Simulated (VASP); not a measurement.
# LaCdSO (P4/nmm) in VASP: single point with r2SCAN

Aim: the single point of LaCdSO with r2SCAN.

All numbers are computed with VASP 6.6.1; they aren't measurements. Logs are shortened: lines on timing, memory, paths and dates and some standing lists are left out, and cuts for length are marked.

## 1. The cell of the first run

It takes space group P4/nmm (No. 129, tetragonal). The conventional cell has a = 3.902 Å, b = 3.902 Å, c = 8.864 Å, α = 90.00°, β = 90.00°, γ = 90.00°. La (site symmetry 4mm) has 4 O at 2.30 Å and 4 S at 3.02 Å within 3.1 Å. S (site symmetry 4mm) has 4 Cd at 2.78 Å and 5 La at 3.02 to 3.68 Å and 4 O at 3.13 Å within 3.7 Å. O (site symmetry -4m2) has 4 La at 2.30 Å and 4 O at 2.76 Å within 3.0 Å. Cd (site symmetry -4m2) has 4 Cd at 2.76 Å and 4 S at 2.78 Å within 3.6 Å.

## 2. Single point, r2SCAN

Input file POSCAR:

```
LaCdSO
1.0
    3.9016945279      0.0000000000      0.0000000000
    0.0000000000      3.9016945279      0.0000000000
    0.0000000000      0.0000000000      8.8640428938
La S O Cd
2 2 2 2
Direct
    0.2500000000      0.2500000000      0.1381785451
    0.7500000000      0.7500000000      0.8618214549
    0.2500000000      0.2500000000      0.7231784938
    0.7500000000      0.7500000000      0.2768215062
    0.7500000000      0.2500000000      0.0000000000
    0.2500000000      0.7500000000      0.0000000000
    0.7500000000      0.2500000000      0.5000000000
    0.2500000000      0.7500000000      0.5000000000
```

Input file INCAR.step1:

```
SYSTEM = LaCdSO
PREC = Accurate ; ENCUT = 520
ISMEAR = -1 ; SIGMA = 0.1
LREAL = .FALSE. ; LASPH = .TRUE.
NELM = 100 ; NBANDS = 45
GGA = PE ; ALGO = Normal
EDIFF = 1E-4 ; LWAVE = .TRUE.
LCHARG = .FALSE.
```

Input file INCAR.step2:

```
SYSTEM = LaCdSO
PREC = Accurate ; ENCUT = 520
EDIFF = 1E-6 ; ISMEAR = -1
SIGMA = 0.1 ; LREAL = .FALSE.
LASPH = .TRUE. ; NELM = 100
ALGO = Normal ; ISIF = 2
LWAVE = .FALSE. ; LCHARG = .TRUE.
METAGGA = R2SCAN ; LMIXTAU = .TRUE.
LELF = .TRUE. ; LVHAR = .TRUE.
NBANDS = 45 ; ISTART = 1
```

Input file KPOINTS:

```
Automatic mesh
0
G
  8 8 4
  0 0 0
```

Potentials or basis: VASP PAW PBE potentials, release 64 (La, S, O, Cd).

Run with:

```bash
$ cat potpaw_PBE.64/La/POTCAR potpaw_PBE.64/S/POTCAR potpaw_PBE.64/O/POTCAR potpaw_PBE.64/Cd/POTCAR > POTCAR
$ cp INCAR.step1 INCAR
$ mpirun -np 1 vasp_std > vasp.out
$ cp INCAR.step2 INCAR
$ mpirun -np 1 vasp_std > vasp.out
```

OUTCAR:

```text
SYSTEM = LaCdSO
   PREC = Accurate
   ENCUT = 520
   EDIFF = 1E-6
   ISMEAR = -1
   LREAL = .FALSE.
   LASPH = .TRUE.
   NELM = 100
   ISIF = 2
   METAGGA = R2SCAN
   ISTART = 1

 ion  position               nearest neighbor table
   1  0.250  0.250  0.138-   5 2.30   6 2.30   6 2.30   5 2.30   4 3.02   4 3.02   4 3.02   4 3.02

   2  0.750  0.750  0.862-   5 2.30   6 2.30   5 2.30   6 2.30   3 3.02   3 3.02   3 3.02   3 3.02

   3  0.250  0.250  0.723-   7 2.78   8 2.78   8 2.78   7 2.78   2 3.02   2 3.02   2 3.02   2 3.02

   4  0.750  0.750  0.277-   7 2.78   8 2.78   7 2.78   8 2.78   1 3.02   1 3.02   1 3.02   1 3.02

   5  0.750  0.250  0.000-   1 2.30   2 2.30   2 2.30   1 2.30
   6  0.250  0.750  0.000-   1 2.30   2 2.30   1 2.30   2 2.30
   7  0.750  0.250  0.500-   8 2.76   8 2.76   8 2.76   8 2.76   4 2.78   3 2.78   3 2.78   4 2.78

   8  0.250  0.750  0.500-   7 2.76   7 2.76   7 2.76   7 2.76   4 2.78   4 2.78   3 2.78   3 2.78

  LATTYP: Found a simple tetragonal cell.
 ALAT       =     3.9016945279
 C/A-ratio  =     2.2718444077

  Lattice vectors:

 A1 = (   3.9016945279,   0.0000000000,   0.0000000000)
 A2 = (   0.0000000000,   3.9016945279,   0.0000000000)
 A3 = (   0.0000000000,   0.0000000000,   8.8640428938)

Analysis of symmetry for initial positions (statically):
=====================================================================
 Subroutine PRICEL returns:
 Original cell was already a primitive cell.

 Routine SETGRP: Setting up the symmetry group for a
 simple tetragonal supercell.

 Subroutine GETGRP returns: Found 16 space group operations
 (whereof  4 operations were pure point group operations)
 out of a pool of 16 trial point group operations.

The static configuration has the point symmetry C_2h.
 The point group associated with its full space group is D_4h.

Analysis of symmetry for dynamics (positions and initial velocities):
=====================================================================
 Subroutine PRICEL returns:
 Original cell was already a primitive cell.

 Routine SETGRP: Setting up the symmetry group for a
 simple tetragonal supercell.

 Subroutine GETGRP returns: Found 16 space group operations
 (whereof  4 operations were pure point group operations)
 out of a pool of 16 trial point group operations.

The dynamic configuration has the point symmetry C_2h.
 The point group associated with its full space group is D_4h.

 Subroutine INISYM returns: Found 16 space group operations
 (whereof  4 operations are pure point group operations),
 and found     1 'primitive' translations

----------------------------------------------------------------------------------------

                                     Primitive cell

  volume of cell :     134.9393

  direct lattice vectors                    reciprocal lattice vectors
     3.901694528  0.000000000  0.000000000     0.256298896  0.000000000  0.000000000
     0.000000000  3.901694528  0.000000000     0.000000000  0.256298896  0.000000000
     0.000000000  0.000000000  8.864042894     0.000000000  0.000000000  0.112815339

  length of vectors
     3.901694528  3.901694528  8.864042894     0.256298896  0.256298896  0.112815339

  position of ions in fractional coordinates (direct lattice)
     0.250000000  0.250000000  0.138178545
     0.750000000  0.750000000  0.861821455
     0.250000000  0.250000000  0.723178494
     0.750000000  0.750000000  0.276821506
     0.750000000  0.250000000  0.000000000
     0.250000000  0.750000000  0.000000000
     0.750000000  0.250000000  0.500000000
     0.250000000  0.750000000  0.500000000

  ion indices of the primitive-cell ions
   primitive index   ion index
                 1           1
                 2           2
                 3           3
                 4           4
                 5           5
                 6           6
                 7           7
                 8           8

----------------------------------------------------------------------------------------

 KPOINTS: Automatic mesh

Automatic generation of k-mesh.
 Grid dimensions read from file:
 generate k-points for:    8    8    4

 Generating k-lattice:

  Cartesian coordinates                     Fractional coordinates (reciprocal lattice)
     0.032037362  0.000000000  0.000000000     0.125000000  0.000000000  0.000000000
     0.000000000  0.032037362  0.000000000     0.000000000  0.125000000  0.000000000
     0.000000000  0.000000000  0.028203835     0.000000000  0.000000000  0.250000000

  Length of vectors
     0.032037362  0.032037362  0.028203835

  Shift w.r.t. Gamma in fractional coordinates (k-lattice)
     0.000000000  0.000000000  0.000000000

 Subroutine IBZKPT returns following result:
 ===========================================

 Found     45 irreducible k-points:

 Following reciprocal coordinates:
            Coordinates               Weight
  0.000000  0.000000  0.000000      1.000000
  0.125000  0.000000  0.000000      4.000000
  0.250000  0.000000  0.000000      4.000000
  0.375000  0.000000  0.000000      4.000000
  0.500000  0.000000  0.000000      2.000000
  0.125000  0.125000  0.000000      4.000000
[... 16 lines left out ...]
  0.375000  0.125000  0.250000     16.000000
  0.500000  0.125000  0.250000      8.000000
 [... further k-points ...]
   k-points           NKPTS =     45   k-points in BZ     NKDIM =     45   number of bands    NBANDS=     45
   number of dos      NEDOS =    301   number of ions     NIONS =      8
   total plane-waves  NPLWV =  63000
   dimension x,y,z NGX =    30 NGY =   30 NGZ =   70
   dimension x,y,z NGXF=    60 NGYF=   60 NGZF=  140
   ions per type =               2   2   2   2
   NGX,Y,Z   is equivalent  to a cutoff of  12.78, 12.78, 13.13 a.u.
   NGXF,Y,Z  is equivalent  to a cutoff of  25.57, 25.57, 26.26 a.u.
 SYSTEM =  LaCdSO
   PREC   = accura    normal or accurate (medium, high low for compatibility)
   ISTART =      1    job   : 0-new  1-cont  2-samecut
   ICHARG =      0    charge: 1-file 2-atom 10-const
   ISPIN  =      1    spin polarized calculation?
   LNONCOLLINEAR =      F non collinear calculations
   LSORBIT =      F    spin-orbit coupling
   LASPH  =      T    aspherical Exc in radial PAW
   ENCUT  =  520.0 eV  38.22 Ry    6.18 a.u.   7.25  7.25 16.48*2*pi/ulx,y,z
   NELM   =    100;   NELMIN=  2; NELMDL=  0     # of ELM steps
   EDIFF  = 0.1E-05   stopping-criterion for ELM
   LREAL  =      F    real-space projection
   EDIFFG = 0.1E-04   stopping-criterion for IOM
   NSW    =      0    number of steps for IOM
   IBRION =     -1    ionic relax: 0-MD 1-quasi-New 2-CG
   NFREE  =      0    steps in history (QN), initial steepest desc. (CG)
   ISIF   =      2    stress and relaxation
   ISYM   =      2    0-nonsym 1-usesym 2-fastsym
   POTIM  = 0.5000    time-step for ionic-motion
   TEBEG  =    0.0;   TEEND  =   0.0 temperature during run
   PSTRESS=    0.0 pullay stress
   NELECT =      70.0000    total number of electrons
   NUPDOWN=      -1.0000    fix difference up-down
   EMIN   =  10.00;   EMAX   =-10.00  energy-range for DOS
   EFERMI =   0.00;   METHOD = LEGACY
   ISMEAR =    -1;   SIGMA  =   0.10  broadening in eV -4-tet -1-fermi 0-gaus
   EFERMI_NEDOS =   21; number of points for ismear=-14 and -15
   IALGO  =     38    algorithm
   IMIX   =      4    mixing-type and parameters
     AMIX     =   0.40;   BMIX     =  1.00
     AMIX_MAG =   1.60;   BMIX_MAG =  1.00
  volume/ion in A,a.u.               =      16.87       113.83
  Fermi-wavevector in a.u.,A,eV,Ry     =   1.315411  2.485766 23.542235  1.730305
  Thomas-Fermi vector in A             =   2.445595
   LORBIT       =      0    0 simple, 1 ext, 2 COOP (PROOUT), +10 PAW based schemes
   METAGGA = R2SCAN    functional components
   LHFCALC =     F    Hartree Fock is set to
   AEXX    =    0.0000 exact exchange contribution
   IVDW    =     0    specifies the selected vdW correction
   LEPSILON=     F    determine dielectric tensor
   LRPA    =     F    only Hartree local field effects (RPA)
 non-spin polarized calculation
  energy-cutoff  :      520.00
  volume of cell :      134.94
 maximum number of plane-waves:      3684
 NGX is ok and might be reduce to    30
   NGX = 15   NGY = 15   NGZ = 33

 number of electron      70.0000010 magnetization

 Free energy of the ion-electron system (eV)
  ---------------------------------------------------
  ext. energy  EPLUGINS =         0.00000000
  ---------------------------------------------------
  free energy    TOTEN  =      -142.92693944 eV

  energy without entropy =     -142.79146491  energy(sigma->0) =     -142.85920217

 E-fermi :   7.9183     XC(G=0): -11.8795

 val. band max:        7.8884409619   @ k =   0.3750   0.0000   0.2500
 cond. band min:       7.9313295394   @ k =   0.1250   0.0000   0.5000
 fundamental gap:      0.0428885775
 Fermi energy:         7.9183175726

 k-point     1 :       0.0000    0.0000    0.0000
  band No.  band energies     occupation
      1     -24.8308      2.00000
      2     -24.4931      2.00000
      3     -12.6008      2.00000
      4     -11.2219      2.00000
      5      -8.3294      2.00000
      6      -8.3294      2.00000
[... 37 lines left out ...]
     44      11.9345      0.00000
     45      11.9345      0.00000

 k-point     2 :       0.1250    0.0000    0.0000
  band No.  band energies     occupation
      1     -24.8056      2.00000
      2     -24.4923      2.00000
      3     -12.6272      2.00000
      4     -11.4606      2.00000
      5      -8.4538      2.00000
      6      -8.2932      2.00000
[... 37 lines left out ...]
     44      11.9265      0.00000
     45      11.9266      0.00000

 k-point     3 :       0.2500    0.0000    0.0000
  band No.  band energies     occupation
      1     -24.7383      2.00000
      2     -24.4960      2.00000
      3     -12.6946      2.00000
      4     -11.9611      2.00000
      5      -8.4420      2.00000
      6      -8.2882      2.00000
[... 37 lines left out ...]
     44      11.9664      0.00000
     45      11.9725      0.00000

 k-point     4 :       0.3750    0.0000    0.0000
  band No.  band energies     occupation
      1     -24.6512      2.00000
      2     -24.5187      2.00000
      3     -12.7461      2.00000
      4     -12.4158      2.00000
      5      -8.4544      2.00000
      6      -8.0596      2.00000
[... 901 lines left out ...]
     44      11.9426      0.00000
     45      12.0306      0.00000

 k-point    23 :       0.3750    0.1250    0.2500
  band No.  band energies     occupation
      1     -24.6333      2.00000
      2     -24.5105      2.00000
      3     -12.7881      2.00000
      4     -12.4866      2.00000
      5      -8.5067      2.00000
      6      -8.4018      2.00000
[... 37 lines left out ...]
     44      12.0022      0.00000
     45      12.0647      0.00000

 k-point    24 :       0.5000    0.1250    0.2500
  band No.  band energies     occupation
      1     -24.5584      2.00000
      2     -24.5584      2.00000
      3     -12.7311      2.00000
      4     -12.7311      2.00000
      5      -8.2165      2.00000
      6      -8.2165      2.00000
[... 37 lines left out ...]
     44      12.0275      0.00000
     45      12.1536      0.00000

 [... further k-points ...]
[... 5 lines left out ...]
  --------------------------------------------------------------------------------------
  -------------------------------------------------------------------------------------
  Total       16.8829459     16.8829459     16.9667016      0.0000000     -0.0000000      0.0000000
  in kB      200.4566341    200.4566341    201.4510926      0.0000000     -0.0000000      0.0000000
  external PRESSURE =     200.7881203 kB  Pullay stress =       0.0000000 kB

 VOLUME and BASIS-vectors are now :
 -----------------------------------------------------------------------------
  energy-cutoff  :      520.00
  volume of cell :      134.94
      direct lattice vectors                 reciprocal lattice vectors
     3.901694528  0.000000000  0.000000000     0.256298896  0.000000000  0.000000000
     0.000000000  3.901694528  0.000000000     0.000000000  0.256298896  0.000000000
     0.000000000  0.000000000  8.864042894     0.000000000  0.000000000  0.112815339

 POSITION                                       TOTAL-FORCE (eV/Angst)
 -----------------------------------------------------------------------------------
      0.97542      0.97542      1.22482        -0.000000     -0.000000     -0.044947
      2.92627      2.92627      7.63922         0.000000      0.000000      0.044947
      0.97542      0.97542      6.41029        -0.000000     -0.000000      0.092199
      2.92627      2.92627      2.45376        -0.000000     -0.000000     -0.092199
      2.92627      0.97542      0.00000        -0.000000     -0.000000      0.000000
      0.97542      2.92627      0.00000         0.000000      0.000000      0.000000
      2.92627      0.97542      4.43202         0.000000      0.000000      0.000000
      0.97542      2.92627      4.43202        -0.000000      0.000000      0.000000
 -----------------------------------------------------------------------------------
    total drift:                               -0.000000      0.000000      0.000000

  FREE ENERGIE OF THE ION-ELECTRON SYSTEM (eV)
  ---------------------------------------------------
  free  energy   TOTEN  =      -142.9269394385 eV

  energy  without entropy=     -142.7914649059  energy(sigma->0) =     -142.85920217
```

Run time: 12 min. Hardware: 1 thread of Intel Xeon 6975P-C (Granite Rapids), shared host; peak memory 0.46 GiB.

What came out:

```yaml
Free_energy: -142.9269 eV
Pressure: 20.1 GPa
Largest_force: 0.092 eV/Å
Band_gap_on_the_k_mesh: zero (bands 35 and 36 overlap by 0.86 eV)
```

Forces in eV/Å, atoms in the order of the input:
```
La   0.000  0.000 -0.045
La   0.000  0.000  0.045
S    0.000  0.000  0.092
S    0.000  0.000 -0.092
O    0.000  0.000  0.000
O    0.000  0.000  0.000
Cd   0.000  0.000  0.000
Cd   0.000  0.000  0.000
```

Caveat: the cell stands under pressure; the PAW data sets were made with another functional, which shifts forces and pressure a little; spin-orbit coupling is left out, which moves the levels of the heavy elements.

The gap in the log of VASP goes by the Fermi energy; the results here count the filled bands.